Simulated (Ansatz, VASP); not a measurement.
**Two plane-wave programs on PbSe**

Contents of INCAR:

```
SYSTEM = PbSe
PREC     = Accurate       ! precision mode
ENCUT    = 600            ! plane-wave cutoff, eV
EDIFF    = 1E-6           ! SCF threshold, eV
ISMEAR   = 0              ! smearing method
SIGMA    = 0.02           ! smearing width, eV
LREAL    = .False.        ! projectors in reciprocal space
LASPH    = .True.         ! aspherical terms in the spheres
NELM     = 60             ! most SCF steps
ALGO     = Normal         ! electronic algorithm
ISIF     = 3              ! what is computed and relaxed
LWAVE    = .False.        ! write WAVECAR
LCHARG   = .False.        ! write CHGCAR
GGA      = PE             ! functional
IBRION   = 2              ! ionic algorithm
NSW      = 100            ! ionic steps
EDIFFG   = -0.01          ! ionic threshold
```

Contents of KPOINTS:

```
Automatic mesh
0
Gamma
  8 8 8
  0 0 0
```

POSCAR

```
PbSe
1.0
    5.3515043033      0.0000000000      0.0000000000
    0.0000000000      5.3515043033      0.0000000000
    0.0000000000      0.0000000000      4.2233452461
Pb Se
2 2
Direct
    0.5000000000      0.0000000000      0.6822417172
    0.0000000000      0.5000000000      0.3177582828
    0.0000000000      0.0000000000      0.0000000000
    0.5000000000      0.5000000000      0.0000000000
```

Input for Ansatz:

```yaml
crystal:
  lattice:
    - [5.3515043033, 0.0, 0.0]
    - [0.0, 5.3515043033, 0.0]
    - [0.0, 0.0, 4.2233452461]
  atoms:
    - { symbol: Pb, position: [0.5, 0.0, 0.6822417172] }
    - { symbol: Pb, position: [0.0, 0.5, 0.3177582828] }
    - { symbol: Se, position: [0.0, 0.0, 0.0] }
    - { symbol: Se, position: [0.5, 0.5, 0.0] }
basis:
  ecutwfc: 420
kpoints:
  mp_grid: { grid: [8, 8, 8] }
hamiltonian:
  xc: pbe
scf:
  occupations: { method: gaussian, width: 0.02 }
output:
  forces: true
  stress: true
  eigenvalues: true
relax:
  adjacent_minimum: "off"
  f_tol: 0.01
  max_steps: 80
  cell: { stress_tol: 0.05 }
```

Change from the starting cell: ordered vacancies on the anion sites of fluorite (P4/nmm, No. 129).

Alike in both runs: task relaxation of cell and atoms; functional PBE; k mesh 8 × 8 × 8; occupations gaussian, width 0.02 eV; no spin polarisation.

|  | VASP | Ansatz |
| --- | --- | --- |
| version | VASP 6.6.1 | Ansatz 0.2.0 |
| potentials or method | VASP PAW PBE potentials, release 64 (Pb_d, Se), cutoff 600 eV | scalar-relativistic, plane waves, PAW |
| valence electrons in the cell | 40 | 60 |

Ansatz gave:

- gap on the k mesh at the Fermi level, each at its own relaxed structure (eV): 0.41
- relaxed volume (Å³/atom): 30.24
- relaxed length of the cell vector where the two differ most in proportion (Å): 5.352

**Question.** What did VASP give for the same quantities?

**Answer.** gap on the k mesh at the Fermi level, each at its own relaxed structure (eV): 0.40; relaxed volume (Å³/atom): 30.26; relaxed length of the cell vector where the two differ most in proportion (Å): 5.353.

VASP's potentials hold 40 valence electrons a cell and Ansatz's 60, so a difference there can come from the potentials and not from the codes.

Neither program's run includes spin-orbit coupling.
